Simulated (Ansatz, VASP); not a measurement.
**CaV3P in VASP and in Ansatz**

```
Ca V P
1.0
     4.51799    0.00000    0.00000
     0.00000    4.51799    0.00000
     0.00000    0.00000    4.51799
Ca V P
1 3 1
Direct
  0.00000 0.00000 0.00000
  0.00000 0.50000 0.50000
  0.50000 0.00000 0.50000
  0.50000 0.50000 0.00000
  0.50000 0.50000 0.50000
```

Alike in both runs: functional PBE; k mesh 4 × 4 × 4; occupations gaussian, width 0.1 eV; collinear spin.

Ansatz relaxed the structure, and its values are those at the end. VASP's run is a single point on that final structure, the one shown.

```csv
,VASP,Ansatz
version,VASP 6.6.1,Ansatz 0.2.0
potentials or method,"VASP PAW PBE potentials, release 64 (Ca_sv, V_sv, P), cutoff 520 eV","scalar-relativistic, plane waves, PAW"
valence electrons in the cell,54,54
```

Ansatz gave:

| Item | Value |
| --- | --- |
| gap on the k mesh at the Fermi level (eV) | none |
| pressure (GPa) | 0.2 |
| net moment per atom (μB) | 0.57 |
| size of the moment on the site where the two differ most (μB) | 0.71 |

Problem. What did VASP give for the same quantities?

Solution. gap on the k mesh at the Fermi level (eV): none; pressure (GPa): 0.3; net moment per atom (μB): 0.57; size of the moment on the site where the two differ most (μB): 0.83.

Site moments also hang on the region over which each program counts them. A gap of «none» marks a metal or a gap that the smearing closes. With one functional, cell and mesh, what is left measures potentials, basis and numerics.
